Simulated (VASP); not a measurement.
# Ag (I4/mmm) in VASP: further runs, part 2 of 2

VASP 6.6.1. Earlier steps stand in the parts before.

**4. Single point, PBE (strain +0.030 along x and y, +0.015 along z)**

The input, INCAR:

```
SYSTEM = Ag
PREC = Accurate ; ENCUT = 520
EDIFF = 1E-6 ; ISMEAR = 0
SIGMA = 0.15 ; LREAL = .FALSE.
LASPH = .TRUE. ; NELM = 100
ALGO = Fast ; ISIF = 2
LWAVE = .FALSE. ; LCHARG = .TRUE.
GGA = PE ; LELF = .TRUE.
LVHAR = .TRUE. ; NBANDS = 12
```

The input, KPOINTS:

```
regular mesh
0
G
  20 20 20
  0 0 0
```

The input, POSCAR:

```
Ag
1.0
    0.0000000000      2.1043930000      2.0737465000
    2.1043930000      0.0000000000      2.0737465000
    2.1043930000      2.1043930000      0.0000000000
Ag
1
Direct
    0.0000000000      0.0000000000      0.0000000000
```

Potentials or basis: VASP PAW PBE potentials, release 64 (Ag).

Run with:

```
$ cat potpaw_PBE.64/Ag/POTCAR > POTCAR
$ mpirun -np 1 vasp_std > vasp.out
```

OUTCAR:

```text
SYSTEM = Ag
   PREC = Accurate
   ENCUT = 520
   EDIFF = 1E-6
   ISMEAR = 0
   LREAL = .FALSE.
   LASPH = .TRUE.
   NELM = 100
   ISIF = 2
   GGA = PE

 ion  position               nearest neighbor table
   1  0.000  0.000  0.000-

  LATTYP: Found a body centered tetragonal cell.
 ALAT       =     2.9760611212
 C/A-ratio  =     1.3936182192

  Lattice vectors:

 A1 = (   0.0000000000,  -2.1043930000,  -2.0737465000)
 A2 = (   0.0000000000,   2.1043930000,  -2.0737465000)
 A3 = (   2.1043930000,   0.0000000000,   2.0737465000)

Analysis of symmetry for initial positions (statically):
=====================================================================
 Subroutine PRICEL returns:
 Original cell was already a primitive cell.

 Routine SETGRP: Setting up the symmetry group for a
 body centered tetragonal supercell.

 Subroutine GETGRP returns: Found 16 space group operations
 (whereof 16 operations were pure point group operations)
 out of a pool of 16 trial point group operations.

The static configuration has the point symmetry D_4h.

Analysis of symmetry for dynamics (positions and initial velocities):
=====================================================================
 Subroutine PRICEL returns:
 Original cell was already a primitive cell.

 Routine SETGRP: Setting up the symmetry group for a
 body centered tetragonal supercell.

 Subroutine GETGRP returns: Found 16 space group operations
 (whereof 16 operations were pure point group operations)
 out of a pool of 16 trial point group operations.

The dynamic configuration has the point symmetry D_4h.

 Subroutine INISYM returns: Found 16 space group operations
 (whereof 16 operations are pure point group operations),
 and found     1 'primitive' translations

----------------------------------------------------------------------------------------

                                     Primitive cell

  volume of cell :      18.3670

  direct lattice vectors                    reciprocal lattice vectors
     0.000000000  2.104393000  2.073746500    -0.237598205  0.237598205  0.241109509
     2.104393000  0.000000000  2.073746500     0.237598205 -0.237598205  0.241109509
     2.104393000  2.104393000  0.000000000     0.237598205  0.237598205 -0.241109509

  length of vectors
     2.954470248  2.954470248  2.976061121     0.413569353  0.413569353  0.413569353

  position of ions in fractional coordinates (direct lattice)
     0.000000000  0.000000000  0.000000000

  ion indices of the primitive-cell ions
   primitive index   ion index
                 1           1

----------------------------------------------------------------------------------------

 KPOINTS: regular mesh

Automatic generation of k-mesh.
 Grid dimensions read from file:
 generate k-points for:   20   20   20

 Generating k-lattice:

  Cartesian coordinates                     Fractional coordinates (reciprocal lattice)
    -0.011879910  0.011879910  0.012055475     0.050000000  0.000000000  0.000000000
     0.011879910 -0.011879910  0.012055475     0.000000000  0.050000000  0.000000000
     0.011879910  0.011879910 -0.012055475     0.000000000  0.000000000  0.050000000

  Length of vectors
     0.020678468  0.020678468  0.020678468

  Shift w.r.t. Gamma in fractional coordinates (k-lattice)
     0.000000000  0.000000000  0.000000000

 Subroutine IBZKPT returns following result:
 ===========================================

 Found    641 irreducible k-points:

 Following reciprocal coordinates:
            Coordinates               Weight
  0.000000  0.000000  0.000000      1.000000
  0.050000  0.000000  0.000000      8.000000
  0.100000  0.000000  0.000000      8.000000
  0.150000  0.000000  0.000000      8.000000
  0.200000  0.000000  0.000000      8.000000
  0.250000  0.000000  0.000000      8.000000
[... 16 lines left out ...]
 -0.400000  0.050000  0.000000      8.000000
 -0.350000  0.050000  0.000000      8.000000
 [... further k-points ...]
   k-points           NKPTS =    641   k-points in BZ     NKDIM =    641   number of bands    NBANDS=     12
   number of dos      NEDOS =    301   number of ions     NIONS =      1
   total plane-waves  NPLWV =  13824
   dimension x,y,z NGX =    24 NGY =   24 NGZ =   24
   dimension x,y,z NGXF=    48 NGYF=   48 NGZF=   48
   ions per type =               1
   NGX,Y,Z   is equivalent  to a cutoff of  13.50, 13.50, 13.41 a.u.
   NGXF,Y,Z  is equivalent  to a cutoff of  27.01, 27.01, 26.81 a.u.
 SYSTEM =  Ag
   PREC   = accura    normal or accurate (medium, high low for compatibility)
   ISTART =      0    job   : 0-new  1-cont  2-samecut
   ICHARG =      2    charge: 1-file 2-atom 10-const
   ISPIN  =      1    spin polarized calculation?
   LNONCOLLINEAR =      F non collinear calculations
   LSORBIT =      F    spin-orbit coupling
   LASPH  =      T    aspherical Exc in radial PAW
   ENCUT  =  520.0 eV  38.22 Ry    6.18 a.u.   5.49  5.49  5.53*2*pi/ulx,y,z
   NELM   =    100;   NELMIN=  2; NELMDL= -5     # of ELM steps
   EDIFF  = 0.1E-05   stopping-criterion for ELM
   LREAL  =      F    real-space projection
   EDIFFG = 0.1E-04   stopping-criterion for IOM
   NSW    =      0    number of steps for IOM
   IBRION =     -1    ionic relax: 0-MD 1-quasi-New 2-CG
   NFREE  =      0    steps in history (QN), initial steepest desc. (CG)
   ISIF   =      2    stress and relaxation
   ISYM   =      2    0-nonsym 1-usesym 2-fastsym
   POTIM  = 0.5000    time-step for ionic-motion
   TEBEG  =    0.0;   TEEND  =   0.0 temperature during run
   PSTRESS=    0.0 pullay stress
   NELECT =      11.0000    total number of electrons
   NUPDOWN=      -1.0000    fix difference up-down
   EMIN   =  10.00;   EMAX   =-10.00  energy-range for DOS
   EFERMI =   0.00;   METHOD = LEGACY
   ISMEAR =     0;   SIGMA  =   0.15  broadening in eV -4-tet -1-fermi 0-gaus
   EFERMI_NEDOS =   21; number of points for ismear=-14 and -15
   IALGO  =     68    algorithm
   IMIX   =      4    mixing-type and parameters
     AMIX     =   0.40;   BMIX     =  1.00
     AMIX_MAG =   1.60;   BMIX_MAG =  1.00
  volume/ion in A,a.u.               =      18.37       123.95
  Fermi-wavevector in a.u.,A,eV,Ry     =   1.379937  2.607703 25.908571  1.904226
  Thomas-Fermi vector in A             =   2.504860
   LORBIT       =      0    0 simple, 1 ext, 2 COOP (PROOUT), +10 PAW based schemes
   GGA     = PE    functional components
   LHFCALC =     F    Hartree Fock is set to
   AEXX    =    0.0000 exact exchange contribution
   IVDW    =     0    specifies the selected vdW correction
   LEPSILON=     F    determine dielectric tensor
   LRPA    =     F    only Hartree local field effects (RPA)
 non-spin polarized calculation
 RMM-DIIS sequential band-by-band and
 Gauss-broadening in eV      SIGMA  =   0.15
  energy-cutoff  :      520.00
  volume of cell :       18.37
 maximum number of plane-waves:       531
 NGX is ok and might be reduce to    24
   NGX = 11   NGY = 11   NGZ = 11

 number of electron      11.0000002 magnetization

 Free energy of the ion-electron system (eV)
  ---------------------------------------------------
  ext. energy  EPLUGINS =         0.00000000
  ---------------------------------------------------
  free energy    TOTEN  =        -2.71680053 eV

  energy without entropy =       -2.71441505  energy(sigma->0) =       -2.71560779

 E-fermi :   7.4487     XC(G=0): -11.7713

 val. band max:        7.4419154549   @ k =   0.4500   0.3000   0.0000
 cond. band min:       7.5030855702   @ k =   0.4500   0.4000   0.0500
 fundamental gap:      0.0611701153
 Fermi energy:         7.4486792408

 k-point     1 :       0.0000    0.0000    0.0000
  band No.  band energies     occupation
      1       0.2011      2.00000
      2       2.8602      2.00000
      3       2.8602      2.00000
      4       2.9407      2.00000
      5       3.7496      2.00000
      6       3.8325      2.00000
      7      23.2859      0.00000
      8      26.3720      0.00000
      9      26.3720      0.00000
     10      26.5218      0.00000
     11      31.0576      0.00000
     12      31.6643      0.00000
[... 331 lines left out ...]
 k-point    24 :      -0.3500    0.0500    0.0000
  band No.  band energies     occupation
      1       1.6142      2.00000
      2       2.9359      2.00000
      3       2.9735      2.00000
      4       4.1103      2.00000
      5       4.1916      2.00000
      6       5.2471      2.00000
      7      13.8496      0.00000
      8      22.8123      0.00000
      9      24.2691      0.00000
     10      25.5569      0.00000
     11      29.0342      0.00000
     12      29.5463      0.00000

 [... further k-points ...]

------------------------ aborting loop because EDIFF is reached ----------------------------------------

  FORCE on cell =-STRESS in cart. coord.  units (eV):
  Direction    XX          YY          ZZ          XY          YZ          ZX
  --------------------------------------------------------------------------------------
  -------------------------------------------------------------------------------------
  Total       -0.3030299     -0.3030299     -0.2547972      0.0000000     -0.0000000     -0.0000000
  in kB      -26.4336209    -26.4336209    -22.2262354      0.0000000     -0.0000000     -0.0000000
  external PRESSURE =     -25.0311590 kB  Pullay stress =       0.0000000 kB

 VOLUME and BASIS-vectors are now :
 -----------------------------------------------------------------------------
  energy-cutoff  :      520.00
  volume of cell :       18.37
      direct lattice vectors                 reciprocal lattice vectors
     0.000000000  2.104393000  2.073746500    -0.237598205  0.237598205  0.241109509
     2.104393000  0.000000000  2.073746500     0.237598205 -0.237598205  0.241109509
     2.104393000  2.104393000  0.000000000     0.237598205  0.237598205 -0.241109509

 POSITION                                       TOTAL-FORCE (eV/Angst)
 -----------------------------------------------------------------------------------
      0.00000      0.00000      0.00000         0.000000     -0.000000      0.000000
 -----------------------------------------------------------------------------------
    total drift:                               -0.000000     -0.000000     -0.000000

  FREE ENERGIE OF THE ION-ELECTRON SYSTEM (eV)
  ---------------------------------------------------
  free  energy   TOTEN  =        -2.7168005282 eV

  energy  without entropy=       -2.7144150533  energy(sigma->0) =       -2.71560779
```

OSZICAR:

```text
N       E                     dE             d eps       ncg     rms          rms(c)
DAV:   1     0.522555753117E+02    0.52256E+02   -0.54708E+03 15528   0.821E+02
DAV:   2    -0.212942421855E+01   -0.54385E+02   -0.51270E+02 17840   0.191E+02
DAV:   3    -0.294546132366E+01   -0.81604E+00   -0.81556E+00 18160   0.250E+01
DAV:   4    -0.294805468436E+01   -0.25934E-02   -0.25932E-02 17760   0.147E+00
DAV:   5    -0.294807662639E+01   -0.21942E-04   -0.21943E-04 18292   0.122E-01    0.431E+00
RMM:   6    -0.272423743949E+01    0.22384E+00   -0.36536E-01 15491   0.542E+00    0.284E+00
RMM:   7    -0.271896543604E+01    0.52720E-02   -0.76964E-03 17181   0.985E-01    0.170E+00
RMM:   8    -0.271681783000E+01    0.21476E-02   -0.59030E-04 17266   0.234E-01    0.182E-01
RMM:   9    -0.271679662882E+01    0.21201E-04   -0.94096E-05 18443   0.838E-02    0.672E-02
RMM:  10    -0.271679923429E+01   -0.26055E-05   -0.15992E-05 17871   0.326E-02    0.175E-02
RMM:  11    -0.271680033348E+01   -0.10992E-05   -0.41882E-06 15231   0.137E-02    0.525E-03
RMM:  12    -0.271680052820E+01   -0.19472E-06   -0.29369E-07 12446   0.428E-03
   1 F= -.27168005E+01 E0= -.27156078E+01  d E =-.238547E-02
```

Run time: 4.9 min. Hardware: 1 thread of AMD EPYC 7R13, shared host; peak memory 0.23 GiB.

What came out:

```yaml
Free_energy: -2.7168 eV
Pressure: -2.5 GPa
Band_gap_on_the_k_mesh: zero (an odd number of electrons rules out a gap without spin polarisation)
```

Caveat: the cell differs from its parent crystal (strain +0.030 along x and y, +0.015 along z).

**5. Overview**

```csv
cell,gap on the mesh (eV),pressure (GPa)
"a = 2.933, b = 2.933, c = 2.976 Å, angles 59.5, 59.5, 61.0°, 1 atom",none,-1.3
"a = 2.954, b = 2.954, c = 2.933 Å, angles 60.2, 60.2, 59.5°, 1 atom",none,-1.4
"a = 2.954, b = 2.954, c = 2.976 Å, angles 59.8, 59.8, 60.5°, 1 atom",none,-2.5
```

Alike in all rows: task single point; level PBE; potentials or basis VASP PAW PBE potentials, release 64 (Ag); no spin polarisation; k mesh 20 × 20 × 20; cutoff (eV) 520; smearing gaussian 0.15 eV.

Total energies depend on the potentials used, so only differences within one code and one set of settings carry meaning.
